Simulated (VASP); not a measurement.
# F (C2/c) in VASP: single point with r2SCAN

Aim: the single point of F with r2SCAN.

All numbers are computed with VASP 6.6.1; they aren't measurements. Logs are shortened: lines on timing, memory, paths and dates and some standing lists are left out, and cuts for length are marked.

## (1) The cell of the first run

It takes space group C2/c (No. 15, monoclinic). The conventional cell has a = 5.113 Å, b = 3.168 Å, c = 6.622 Å, α = 90.00°, β = 94.87°, γ = 90.00°. F (site symmetry 1) has 1 F at 1.41 Å within 1.9 Å.

## (2) Single point, r2SCAN

Contents of POSCAR:

```
F
1.0
    2.5563224200     -1.5840272500      0.0000000000
    2.5563224200      1.5840272500      0.0000000000
   -0.5621106000      0.0000000000      6.5977089000
F
4
Direct
    0.5958328800      0.9153359700      0.5979555000
    0.0846640300      0.4041671200      0.9020445000
    0.4041671200      0.0846640300      0.4020445000
    0.9153359700      0.5958328800      0.0979555000
```

Contents of INCAR.step1:

```
ALGO = Normal
EDIFF = 1E-4
ENCUT = 520
GGA = PE
ISMEAR = 0
LASPH = True
LCHARG = False
LREAL = False
LWAVE = True
NBANDS = 22
NELM = 60
PREC = Accurate
SIGMA = 0.01
```

Contents of INCAR.step2:

```
ALGO = Normal
EDIFF = 1E-6
ENCUT = 520
ISIF = 2
ISMEAR = 0
ISTART = 1
LASPH = True
LCHARG = False
LMIXTAU = True
LREAL = False
LWAVE = False
METAGGA = R2SCAN
NBANDS = 22
NELM = 60
PREC = Accurate
SIGMA = 0.01
```

Contents of KPOINTS:

```
k-points
0
Gamma
  8 8 4
```

Potentials or basis: VASP PAW PBE potentials, release 64 (F).

Command:

```bash
cat potpaw_PBE.64/F/POTCAR > POTCAR
cp INCAR.step1 INCAR
mpirun -np 1 vasp_std > vasp.out
cp INCAR.step2 INCAR
mpirun -np 1 vasp_std > vasp.out
```

OUTCAR:

```text
EDIFF = 1E-6
   ENCUT = 520
   ISIF = 2
   ISMEAR = 0
   ISTART = 1
   LASPH = True
   LREAL = False
   METAGGA = R2SCAN
   NELM = 60
   PREC = Accurate

 ion  position               nearest neighbor table
   1  0.596  0.915  0.598-   3 1.41
   2  0.085  0.404  0.902-   4 1.41
   3  0.404  0.085  0.402-   1 1.41
   4  0.915  0.596  0.098-   2 1.41

  LATTYP: Found a base centered monoclinic cell.
 ALAT       =     5.1126448400
 B/A-ratio  =     0.6196508068
 C/A-ratio  =     1.2951439261
 COS(beta)  =    -0.0848903096

  Lattice vectors:

 A1 = (   2.5563224200,  -1.5840272500,   0.0000000000)
 A2 = (   2.5563224200,   1.5840272500,   0.0000000000)
 A3 = (  -0.5621106000,   0.0000000000,   6.5977089000)

Analysis of symmetry for initial positions (statically):
=====================================================================
 Subroutine PRICEL returns:
 Original cell was already a primitive cell.

 Routine SETGRP: Setting up the symmetry group for a
 base centered monoclinic supercell.

 Subroutine GETGRP returns: Found  4 space group operations
 (whereof  2 operations were pure point group operations)
 out of a pool of  4 trial point group operations.

The static configuration has the point symmetry S_2 .
 The point group associated with its full space group is C_2h.

Analysis of symmetry for dynamics (positions and initial velocities):
=====================================================================
 Subroutine PRICEL returns:
 Original cell was already a primitive cell.

 Routine SETGRP: Setting up the symmetry group for a
 base centered monoclinic supercell.

 Subroutine GETGRP returns: Found  4 space group operations
 (whereof  2 operations were pure point group operations)
 out of a pool of  4 trial point group operations.

The dynamic configuration has the point symmetry S_2 .
 The point group associated with its full space group is C_2h.

 Subroutine INISYM returns: Found  4 space group operations
 (whereof  2 operations are pure point group operations),
 and found     1 'primitive' translations

----------------------------------------------------------------------------------------

                                     Primitive cell

  volume of cell :      53.4320

  direct lattice vectors                    reciprocal lattice vectors
     2.556322420 -1.584027250  0.000000000     0.195593481 -0.315651135  0.016664144
     2.556322420  1.584027250  0.000000000     0.195593481  0.315651135  0.016664144
    -0.562110600  0.000000000  6.597708900     0.000000000  0.000000000  0.151567766

  length of vectors
     3.007312196  3.007312196  6.621610911     0.371712446  0.371712446  0.151567766

  position of ions in fractional coordinates (direct lattice)
     0.595832880  0.915335970  0.597955500
     0.084664030  0.404167120  0.902044500
     0.404167120  0.084664030  0.402044500
     0.915335970  0.595832880  0.097955500

  ion indices of the primitive-cell ions
   primitive index   ion index
                 1           1
                 2           2
                 3           3
                 4           4

----------------------------------------------------------------------------------------

 KPOINTS: k-points

Automatic generation of k-mesh.
 Grid dimensions read from file:
 generate k-points for:    8    8    4

 Generating k-lattice:

  Cartesian coordinates                     Fractional coordinates (reciprocal lattice)
     0.024449185 -0.039456392  0.002083018     0.125000000  0.000000000 -0.000000000
     0.024449185  0.039456392  0.002083018     0.000000000  0.125000000 -0.000000000
     0.000000000  0.000000000  0.037891942     0.000000000  0.000000000  0.250000000

  Length of vectors
     0.046464056  0.046464056  0.037891942

  Shift w.r.t. Gamma in fractional coordinates (k-lattice)
     0.000000000  0.000000000  0.000000000

 Subroutine IBZKPT returns following result:
 ===========================================

 Found     78 irreducible k-points:

 Following reciprocal coordinates:
            Coordinates               Weight
  0.000000  0.000000  0.000000      1.000000
  0.125000  0.000000  0.000000      4.000000
  0.250000  0.000000  0.000000      4.000000
  0.375000  0.000000  0.000000      4.000000
  0.500000  0.000000  0.000000      2.000000
  0.125000  0.125000  0.000000      2.000000
[... 16 lines left out ...]
  0.125000  0.000000  0.250000      4.000000
  0.250000  0.000000  0.250000      4.000000
 [... further k-points ...]
   k-points           NKPTS =     78   k-points in BZ     NKDIM =     78   number of bands    NBANDS=     22
   number of dos      NEDOS =    301   number of ions     NIONS =      4
   total plane-waves  NPLWV =  28800
   dimension x,y,z NGX =    24 NGY =   24 NGZ =   50
   dimension x,y,z NGXF=    48 NGYF=   48 NGZF=  100
   ions per type =               4
   NGX,Y,Z   is equivalent  to a cutoff of  13.27, 13.27, 12.55 a.u.
   NGXF,Y,Z  is equivalent  to a cutoff of  26.53, 26.53, 25.11 a.u.
 SYSTEM =  unknown system
   PREC   = accura    normal or accurate (medium, high low for compatibility)
   ISTART =      1    job   : 0-new  1-cont  2-samecut
   ICHARG =      0    charge: 1-file 2-atom 10-const
   ISPIN  =      1    spin polarized calculation?
   LNONCOLLINEAR =      F non collinear calculations
   LSORBIT =      F    spin-orbit coupling
   LASPH  =      T    aspherical Exc in radial PAW
   ENCUT  =  520.0 eV  38.22 Ry    6.18 a.u.   5.59  5.59 12.31*2*pi/ulx,y,z
   NELM   =     60;   NELMIN=  2; NELMDL=  0     # of ELM steps
   EDIFF  = 0.1E-05   stopping-criterion for ELM
   LREAL  =      F    real-space projection
   EDIFFG = 0.1E-04   stopping-criterion for IOM
   NSW    =      0    number of steps for IOM
   IBRION =     -1    ionic relax: 0-MD 1-quasi-New 2-CG
   NFREE  =      0    steps in history (QN), initial steepest desc. (CG)
   ISIF   =      2    stress and relaxation
   ISYM   =      2    0-nonsym 1-usesym 2-fastsym
   POTIM  = 0.5000    time-step for ionic-motion
   TEBEG  =    0.0;   TEEND  =   0.0 temperature during run
   PSTRESS=    0.0 pullay stress
   NELECT =      28.0000    total number of electrons
   NUPDOWN=      -1.0000    fix difference up-down
   EMIN   =  10.00;   EMAX   =-10.00  energy-range for DOS
   EFERMI =   0.00;   METHOD = LEGACY
   ISMEAR =     0;   SIGMA  =   0.01  broadening in eV -4-tet -1-fermi 0-gaus
   EFERMI_NEDOS =   21; number of points for ismear=-14 and -15
   IALGO  =     38    algorithm
   IMIX   =      4    mixing-type and parameters
     AMIX     =   0.40;   BMIX     =  1.00
     AMIX_MAG =   1.60;   BMIX_MAG =  1.00
  volume/ion in A,a.u.               =      13.36        90.14
  Fermi-wavevector in a.u.,A,eV,Ry     =   1.319857  2.494169 23.701672  1.742024
  Thomas-Fermi vector in A             =   2.449725
   LORBIT       =      0    0 simple, 1 ext, 2 COOP (PROOUT), +10 PAW based schemes
   METAGGA = R2SCAN    functional components
   LHFCALC =     F    Hartree Fock is set to
   AEXX    =    0.0000 exact exchange contribution
   IVDW    =     0    specifies the selected vdW correction
   LEPSILON=     F    determine dielectric tensor
   LRPA    =     F    only Hartree local field effects (RPA)
 non-spin polarized calculation
 Gauss-broadening in eV      SIGMA  =   0.01
  energy-cutoff  :      520.00
  volume of cell :       53.43
 maximum number of plane-waves:      1461
 NGX is ok and might be reduce to    24
   NGX = 11   NGY = 11   NGZ = 25

 number of electron      27.9999997 magnetization

 Free energy of the ion-electron system (eV)
  ---------------------------------------------------
  ext. energy  EPLUGINS =         0.00000000
  ---------------------------------------------------
  free energy    TOTEN  =       -12.46731401 eV

  energy without entropy =      -12.46731401  energy(sigma->0) =      -12.46731401

 E-fermi :  -4.9138     XC(G=0):  -8.8489

 val. band max:       -4.9967977015   @ k =   0.0000   0.0000   0.0000
 cond. band min:      -1.4902983797   @ k =   0.0000   0.0000   0.0000
 fundamental gap:      3.5064993218
 Fermi energy:        -4.9138486466

 k-point     1 :       0.0000    0.0000    0.0000
  band No.  band energies     occupation
      1     -31.1904      2.00000
      2     -30.9928      2.00000
      3     -24.8774      2.00000
      4     -24.3379      2.00000
      5     -11.6195      2.00000
      6     -10.5041      2.00000
[... 14 lines left out ...]
     21      17.5434      0.00000
     22      19.2981      0.00000

 k-point     2 :       0.1250    0.0000    0.0000
  band No.  band energies     occupation
      1     -31.1597      2.00000
      2     -30.9763      2.00000
      3     -24.8495      2.00000
      4     -24.3515      2.00000
      5     -11.5924      2.00000
      6     -10.5489      2.00000
[... 14 lines left out ...]
     21      17.1918      0.00000
     22      17.7170      0.00000

 k-point     3 :       0.2500    0.0000    0.0000
  band No.  band energies     occupation
      1     -31.0811      2.00000
      2     -30.9396      2.00000
      3     -24.7738      2.00000
      4     -24.3936      2.00000
      5     -11.5114      2.00000
      6     -10.6845      2.00000
[... 14 lines left out ...]
     21      16.0670      0.00000
     22      16.7984      0.00000

 k-point     4 :       0.3750    0.0000    0.0000
  band No.  band energies     occupation
      1     -30.9903      2.00000
      2     -30.9129      2.00000
      3     -24.6702      2.00000
      4     -24.4650      2.00000
      5     -11.3699      2.00000
      6     -10.9042      2.00000
[... 14 lines left out ...]
     21      14.5911      0.00000
     22      14.9772      0.00000

 k-point     5 :       0.5000    0.0000    0.0000
  band No.  band energies     occupation
      1     -30.9297      2.00000
      2     -30.9239      2.00000
      3     -24.5675      2.00000
      4     -24.5548      2.00000
      5     -11.1675      2.00000
      6     -11.1484      2.00000
[... 14 lines left out ...]
     21      13.1312      0.00000
     22      13.5725      0.00000

 k-point     6 :       0.1250    0.1250    0.0000
  band No.  band energies     occupation
      1     -31.1613      2.00000
      2     -30.9702      2.00000
      3     -24.8505      2.00000
      4     -24.3303      2.00000
      5     -11.5888      2.00000
      6     -10.5146      2.00000
[... 14 lines left out ...]
     21      17.6462      0.00000
     22      18.5443      0.00000

 k-point     7 :       0.2500    0.1250    0.0000
  band No.  band energies     occupation
      1     -31.1087      2.00000
      2     -30.9378      2.00000
      3     -24.8019      2.00000
      4     -24.3402      2.00000
      5     -11.5357      2.00000
      6     -10.5713      2.00000
[... 324 lines left out ...]
      6     -10.7849      2.00000
[... 14 lines left out ...]
     21      14.0028      0.00000
     22      14.4370      0.00000

 k-point    21 :       0.5000    0.5000    0.0000
  band No.  band energies     occupation
      1     -30.9858      2.00000
      2     -30.8365      2.00000
      3     -24.6902      2.00000
      4     -24.2878      2.00000
      5     -11.3630      2.00000
      6     -10.5762      2.00000
[... 14 lines left out ...]
     21      13.8499      0.00000
     22      16.2058      0.00000

 k-point    22 :       0.0000    0.0000    0.2500
  band No.  band energies     occupation
      1     -31.1631      2.00000
      2     -31.0232      2.00000
      3     -24.7991      2.00000
      4     -24.4177      2.00000
      5     -11.4720      2.00000
      6     -10.6904      2.00000
[... 14 lines left out ...]
     21      19.2453      0.00000
     22      19.4167      0.00000

 k-point    23 :       0.1250    0.0000    0.2500
  band No.  band energies     occupation
      1     -31.1322      2.00000
      2     -31.0062      2.00000
      3     -24.7723      2.00000
      4     -24.4297      2.00000
      5     -11.4443      2.00000
      6     -10.7281      2.00000
[... 14 lines left out ...]
     21      17.3495      0.00000
     22      18.4837      0.00000

 k-point    24 :       0.2500    0.0000    0.2500
  band No.  band energies     occupation
      1     -31.0579      2.00000
      2     -30.9644      2.00000
      3     -24.7102      2.00000
      4     -24.4583      2.00000
      5     -11.3768      2.00000
      6     -10.8189      2.00000
[... 14 lines left out ...]
     21      14.9890      0.00000
     22      16.1224      0.00000

 [... further k-points ...]

------------------------ aborting loop because EDIFF is reached ----------------------------------------

  FORCE on cell =-STRESS in cart. coord.  units (eV):
  Direction    XX          YY          ZZ          XY          YZ          ZX
  --------------------------------------------------------------------------------------
  -------------------------------------------------------------------------------------
  Total       -0.1043919     -0.0189972      0.1029689      0.0000000      0.0000000      0.0133818
  in kB       -3.1302283     -0.5696366      3.0875574      0.0000000      0.0000000      0.4012592
  external PRESSURE =      -0.2041025 kB  Pullay stress =       0.0000000 kB

 VOLUME and BASIS-vectors are now :
 -----------------------------------------------------------------------------
  energy-cutoff  :      520.00
  volume of cell :       53.43
      direct lattice vectors                 reciprocal lattice vectors
     2.556322420 -1.584027250  0.000000000     0.195593481 -0.315651135  0.016664144
     2.556322420  1.584027250  0.000000000     0.195593481  0.315651135  0.016664144
    -0.562110600  0.000000000  6.597708900     0.000000000  0.000000000  0.151567766

 POSITION                                       TOTAL-FORCE (eV/Angst)
 -----------------------------------------------------------------------------------
      3.52692      0.50610      3.94514        -0.002661     -0.024968      0.042938
      0.74256      0.50610      5.95143         0.002661     -0.024968     -0.042938
      1.02362     -0.50610      2.65257         0.002661      0.024968     -0.042938
      3.80797     -0.50610      0.64628        -0.002661      0.024968      0.042938
 -----------------------------------------------------------------------------------
    total drift:                                0.000000      0.000000     -0.000000

  FREE ENERGIE OF THE ION-ELECTRON SYSTEM (eV)
  ---------------------------------------------------
  free  energy   TOTEN  =       -12.4673140083 eV

  energy  without entropy=      -12.4673140083  energy(sigma->0) =      -12.46731401
```

Run time: 4 min. Hardware: 1 thread of Intel Xeon Platinum 8259CL at 2.50GHz (Skylake/Cascade Lake), shared host; peak memory 0.2 GiB.

What came out:

| Item | Value |
| --- | --- |
| Free energy | -12.4673 eV |
| Pressure | 0.0 GPa |
| Largest force | 0.050 eV/Å |
| Band gap on the k mesh | 3.51 eV |

Forces in eV/Å, atoms in the order of the input:
```
F   -0.003 -0.025  0.043
F    0.003 -0.025 -0.043
F    0.003  0.025 -0.043
F   -0.003  0.025  0.043
```

Caveat: the PAW data sets were made with another functional, which shifts forces and pressure a little. A k mesh can miss the band edges.
